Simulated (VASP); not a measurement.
# TlH2 (I4/mmm) in VASP: a series of runs, part 2 of 2

VASP 6.6.1. Earlier steps stand in the parts before.

## (4) Relaxation of cell and atoms, PBE

The input, INCAR:

```
SYSTEM = TlH2
PREC = Accurate
ENCUT = 600
EDIFF = 1E-6
ISMEAR = 0
SIGMA = 0.1
LREAL = .FALSE.
LASPH = .TRUE.
NELM = 80
ALGO = Normal
ISIF = 3
LWAVE = .FALSE.
LCHARG = .FALSE.
GGA = PE
IBRION = 2
NSW = 90
EDIFFG = -0.04
```

The input, KPOINTS:

```
regular mesh
0
G
  6 6 6
  0 0 0
```

The input, POSCAR:

```
TlH2
1.0
   -1.8775428554      1.8775428554      3.0793633464
    1.8775428554     -1.8775428554      3.0793633464
    1.8775428554      1.8775428554     -3.0793633464
Tl H
1 2
Direct
    0.0000000000      0.0000000000      0.0000000000
    0.5930000000      0.5930000000      0.0000000000
    0.4070000000      0.4070000000      0.0000000000
```

Command:

```bash
cat potpaw_PBE.64/Tl_d/POTCAR potpaw_PBE.64/H/POTCAR > POTCAR
mpirun -np 1 vasp_std > vasp.out
```

Wall time 2.2 min (1 thread of Oxide Virtual Turin-like, shared host); peak memory 0.17 GiB.

It converged, with:

```
Free energy                           : -8.1509 eV
Relaxed volume                        : 17.29 Å³/atom
Relaxed cell                          : a = 4.267 Å, b = 4.267 Å, c = 4.267 Å, α = 123.35°, β = 123.35°, γ = 84.28°
Space group after relaxing (to 0.1 Å) : I4/mmm (No. 139)
Energy gained by relaxing             : 221.5 meV/atom
Ionic steps                           : 13
Pressure after relaxing               : -0.1 GPa
Largest force after relaxing          : 0.019 eV/Å
Band gap on the k mesh                : zero (an odd number of electrons rules out a gap without spin polarisation)
```

Forces in eV/Å, atoms in the order of the input:
```
Tl   0.000  0.000  0.000
H    0.000  0.000 -0.019
H    0.000  0.000  0.019
```

Stress tensor (GPa, compression positive):
```
-0.29  0.00  0.00
 0.00 -0.29  0.00
 0.00  0.00  0.30
```

Step by step:
```
step  energy change (eV)  largest force (eV/Å)  pressure (GPa)  volume (Å³)
   1              0.0000                2.0900           -1.42        43.42
   2             -0.4933                1.4466            1.69        42.56
   3             -0.5294                0.8677            5.16        42.04
   4             -0.5538                0.4607            3.40        42.28
   5             -0.5553                0.2527            3.70        42.24
   6             -0.6009                0.2867            3.01        44.33
   7             -0.6143                1.0995            2.64        46.77
   8             -0.6331                0.8540            1.97        47.79
   9             -0.6622                0.1813            0.30        50.97
  10             -0.6639                0.0151           -0.06        51.85
  11             -0.6639                0.0127           -0.13        52.00
  12             -0.6641                0.0144           -0.13        51.97
  13             -0.6646                0.0193           -0.09        51.88
```

Final structure:
```
Tl H
1.0
    -2.02466    2.02466    3.16423
     2.02466   -2.02466    3.16423
     2.02466    2.02466   -3.16423
Tl H
1 2
Cartesian
  0.0000 0.0000 0.0000
  0.0000 0.0000 3.5597
  0.0000 0.0000 2.7688
```

Levels at points of the mesh, in eV from the Fermi level:
```csv
k point,band 5,band 6,band 7,band 8,band 9,band 10
"(0.00, 0.00, 0.00)",-12.08,-10.17,-4.33,3.69,4.44,4.44
"(0.50, 0.00, 0.00)",-12.00,-8.39,-6.46,0.61,3.34,4.00
"(0.50, 0.50, 0.00)",-12.00,-7.83,-5.10,-1.67,0.67,1.00
"(0.50, 0.50, 0.50)",-11.99,-8.25,-4.97,-2.65,1.91,1.91
```

Caveat: the volume moved by over 15 % at a fixed basis, so the end points are rough; spin-orbit coupling is left out, which moves the levels of the heavy elements; an odd number of electrons without spin polarisation forces a metal; a magnetic or distorted state may lie lower.

## (5) Single point, PBE

This run uses another cell than the first one, of 17.36 Å³/atom.

The input, INCAR:

```
ALGO = Fast
EDIFF = 1E-7
ENCUT = 520
GGA = PE
ISIF = 2
ISMEAR = 0
LASPH = T
LCHARG = T
LELF = T
LREAL = F
LVHAR = T
LWAVE = F
NBANDS = 14
NELM = 100
PREC = Accurate
SIGMA = 0.1
```

The input, KPOINTS:

```
k-points
0
Gamma
  16 16 16
```

The input, POSCAR:

```
TlH2
1.0
   -2.0512965399      2.0512965399      3.0948349981
    2.0512965399     -2.0512965399      3.0948349981
    2.0512965399      2.0512965399     -3.0948349981
Tl H
1 2
Direct
    0.0000000000      0.0000000000      0.0000000000
    0.5635234226      0.5635234226      0.0000000000
    0.4364765774      0.4364765774      0.0000000000
```

Command:

```bash
cat potpaw_PBE.64/Tl_d/POTCAR potpaw_PBE.64/H/POTCAR > POTCAR
mpirun -np 1 vasp_std > vasp.out
```

Run time: 5 min. Hardware: 1 thread of Oxide Virtual Turin-like, shared host; peak memory 0.34 GiB.

Results (log left out):

| Item | Value |
| --- | --- |
| Free energy | -8.1554 eV |
| Pressure | -0.1 GPa |
| Largest force | 0.005 eV/Å |
| Band gap on the k mesh | zero (an odd number of electrons rules out a gap without spin polarisation) |

Forces in eV/Å, atoms in the order of the input:
```
Tl   0.000  0.000  0.000
H    0.000  0.000 -0.005
H    0.000  0.000  0.005
```

Levels at points of the mesh, in eV from the Fermi level:
| k point | band 3 | band 4 | band 5 | band 6 | band 7 | band 8 | band 9 | band 10 | band 11 | band 12 |
| --- | --- | --- | --- | --- | --- | --- | --- | --- | --- | --- |
| (0.00, 0.00, 0.00) | -12.04 | -12.02 | -12.02 | -10.09 | -4.31 | 3.49 | 4.54 | 4.54 | 7.02 | 8.61 |
| (0.50, 0.00, 0.00) | -12.06 | -11.96 | -11.95 | -8.31 | -6.41 | 0.65 | 3.50 | 4.21 | 4.33 | 6.66 |
| (0.50, 0.50, 0.00) | -11.96 | -11.94 | -11.94 | -7.84 | -5.02 | -1.64 | 0.63 | 1.25 | 5.12 | 9.53 |
| (0.50, 0.50, 0.50) | -11.98 | -11.93 | -11.93 | -8.01 | -5.06 | -2.52 | 1.80 | 1.80 | 5.73 | 11.11 |

Caveat: spin-orbit coupling is left out, which moves the levels of the heavy elements; an odd number of electrons without spin polarisation forces a metal; a magnetic or distorted state may lie lower.

## (6) The runs side by side

```tsv
task	cell	k mesh	cutoff (eV)	gap on the mesh (eV)	pressure (GPa)	largest force (eV/Å)
single point	a = 4.066 Å, angles 125.0, 125.0, 81.5°, 3 atoms, atomic positions A	6 × 6 × 6	520	none	-1.5	2.09
single point	a = 4.273 Å, angles 123.9, 123.9, 83.4°, 3 atoms, atomic positions B	6 × 6 × 6	520	none	0.0	0.01
relaxation of cell and atoms	relaxed from a = 4.066 Å, angles 125.0, 125.0, 81.5°, 3 atoms, atomic positions A	6 × 6 × 6	600	none	-0.1	0.02
single point	a = 4.242 Å, angles 122.2, 122.2, 86.3°, 3 atoms, atomic positions C	16 × 16 × 16	520	none	-0.1	-
```

Alike in all rows: level PBE; potentials or basis VASP PAW PBE potentials, release 64 (Tl_d, H); no spin polarisation; smearing gaussian 0.1 eV.

Caveats: spin-orbit coupling is left out, which moves the levels of the heavy elements; an odd number of electrons without spin polarisation forces a metal; a magnetic or distorted state may lie lower; the stress differs along the axes, from -11 to 3 GPa (at least some runs); the volume moved by over 15 % at a fixed basis, so the end points are rough (at least some runs).

Absolute energies hang on the potentials; compare differences alone.
